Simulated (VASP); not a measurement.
## AgCl: relaxation of cell and atoms with r2SCAN

Crystal: AgCl.

```xyz
2
Lattice="2.7726 2.7726 0.0000 -2.7726 2.7726 0.0000 0.0000 2.7726 2.7726" Properties=species:S:1:pos:R:3 pbc="T T T"
Ag    0.0000    0.0000    0.0000
Cl    0.0000    2.7726    0.0000
```

| Item | Value |
| --- | --- |
| Program | VASP 6.6.1 |
| Task | relaxation of cell and atoms |
| Functional | r2SCAN |
| Potentials or basis | VASP PAW PBE potentials, release 64 (Ag, Cl) |
| Cutoff | 600 eV |
| k mesh | 8 × 8 × 8 |
| Occupations | gaussian, width 0.01 eV |
| Spin | no spin polarisation |
| Target pressure | -2 GPa |
| Dipole correction | no |
| Further INCAR settings | ALGO = Normal; EDIFF = 1e-07; IBRION = 2; EDIFFG = -0.002; NSW = 100; ISIF = 3 |

| Quantity | Value |
| --- | --- |
| Relaxed volume | 22.24 Å³/atom |
| Relaxed cell | a = 3.977 Å, b = 3.977 Å, c = 3.977 Å, α = 60.00°, β = 60.00°, γ = 90.00° |
| Space group after relaxing (to 0.1 Å) | Fm-3m (No. 225) |
| Energy change on relaxing (the run minimises the enthalpy) | +6.1 meV/atom |
| Ionic steps | 4 |
| Pressure after relaxing | -2.0 GPa |
| Band gap on the k mesh | 1.43 eV (least direct gap 3.56 eV) |

The path:
```csv
step,energy change (eV),largest force (eV/Å),pressure (GPa),volume (Å³)
1,0.0000,0.0000,-0.04,42.63
2,0.0097,0.0000,-1.77,44.26
3,0.0128,0.0000,-2.02,44.52
4,0.0123,0.0000,-1.99,44.49
```

Final structure:
```
Ag Cl
1.0
     2.81231    2.81231    0.00000
    -2.81231    2.81231    0.00000
     0.00000    2.81231    2.81231
Ag Cl
1 1
Direct
  0.00000 0.00000 0.00000
  0.50000 0.50000 0.00000
```

Levels at points of the mesh, in eV from the valence-band top:
```tsv
k point	band 7	band 8	band 9	band 10	band 11	band 12
(0.00, 0.00, 0.00)	-2.26	-2.22	-2.22	1.43	11.35	11.35
(0.50, 0.00, 0.00)	-1.64	0.00	0.00	4.81	6.93	8.35
(0.50, 0.50, 0.00)	-1.84	-1.84	-1.75	3.00	8.40	9.09
```

Run time: 2.4 min on 1 thread of Intel(R) Xeon(R) Platinum 8488C (Sapphire Rapids), on a shared host, peak memory 0.21 GiB.

Caveat: the cell is relaxed towards a set pressure, so the run minimises the enthalpy, not the energy; the PAW data sets were made with another functional, which shifts forces and pressure a little. Zero-point motion and thermal expansion aren't in these numbers.
